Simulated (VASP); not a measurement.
A run of VASP 6.6.1 is set up as follows.

File INCAR:

```
SYSTEM = SrCo3
PREC = Accurate
ENCUT = 520
EDIFF = 1E-6
ISMEAR = 0
SIGMA = 0.05
LREAL = .FALSE.
LASPH = .TRUE.
NELM = 150
ALGO = Normal
ISIF = 2
LWAVE = .FALSE.
LCHARG = .FALSE.
ISPIN = 2
MAGMOM = 0 1.66 1.66 1.66
LORBIT = 11
LMAXMIX = 4
GGA = PE
NBANDS = 30
```

File KPOINTS:

```
Automatic mesh
0
G
  8 8 8
  0 0 0
```

File POSCAR:

```
SrCo3
1.0
    3.9526744344      0.0000000000      0.0000000000
    0.0000000000      3.9526744344      0.0000000000
    0.0000000000      0.0000000000      3.9526744344
Sr Co
1 3
Direct
    0.0000000000      0.0000000000      0.0000000000
    0.0000000000      0.5000000000      0.5000000000
    0.5000000000      0.5000000000      0.0000000000
    0.5000000000      0.0000000000      0.5000000000
```

Potentials or basis: VASP PAW PBE potentials, release 64 (Sr_sv, Co).

Run with:

```bash
$ cat potpaw_PBE.64/Sr_sv/POTCAR potpaw_PBE.64/Co/POTCAR > POTCAR
$ mpirun -np 1 vasp_std > vasp.out
```

Problem. Estimate the net moment.

Solution. 4.10 μB per cell.

Problem. Predict the pressure.

Solution. 3.8 GPa.

Problem. Predict the site moments.

Solution. Sr -0.12; Co +1.47 μB.

Caveat: the cell stands under pressure.
